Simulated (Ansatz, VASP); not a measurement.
## One calculation of LiCl, two programs

```
CELL_PARAMETERS angstrom
0.00000 2.66735 2.56476
2.66735 0.00000 2.56476
2.66735 2.66735 0.00000
ATOMIC_POSITIONS crystal
Li 0.00000 0.00000 0.00000
Cl 0.50000 0.50000 0.50000
```

Change from the starting cell: x and y stretched by +4 %, z held.

Alike in both runs: task single point; functional PBE; k mesh 9 × 9 × 9; occupations fermi-dirac, width 0.03 eV; no spin polarisation.

|  | VASP | Ansatz |
| --- | --- | --- |
| version | VASP 6.6.1 | Ansatz 0.2.0 |
| potentials or method | VASP PAW PBE potentials, release 64 (Li_sv, Cl), cutoff 520 eV | all-electron LAPW, scalar-relativistic |

|  | VASP | Ansatz | Ansatz less VASP |
| --- | --- | --- | --- |
| gap on the k mesh at the Fermi level (eV) | 5.88 | 5.87 | -0.013 |

Ansatz ran all-electron here, and VASP with PAW potentials.

Noted on VASP's run: the cutoff is short for stress, so the pressure is rough.
